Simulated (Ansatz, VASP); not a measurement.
**K: VASP beside Ansatz**

```
CELL_PARAMETERS angstrom
-2.58979 2.58979 2.58979
2.58979 -2.58979 2.58979
2.58979 2.58979 -2.58979
ATOMIC_POSITIONS crystal
K 0.00000 0.00000 0.00000
```

Alike in both runs: task single point; functional LDA; k mesh 15 × 15 × 15; occupations fermi-dirac, width 0.1 eV; no spin polarisation.

|  | VASP | Ansatz |
| --- | --- | --- |
| version | VASP 6.6.1 | Ansatz 0.2.0 |
| potentials or method | VASP PAW LDA potentials, release 64 (K_sv), cutoff 520 eV | plane waves (420 eV) with PAW, scalar-relativistic |
| valence electrons in the cell | 9 | 9 |

```tsv
	VASP	Ansatz	Ansatz less VASP
pressure (GPa)	-0.3	-0.3	+0.01
```

Ansatz warns that its potentials were made for another functional, while VASP's fit it. LDA's correlation is that of Perdew and Zunger in VASP and of Perdew and Wang (1992) in Ansatz.
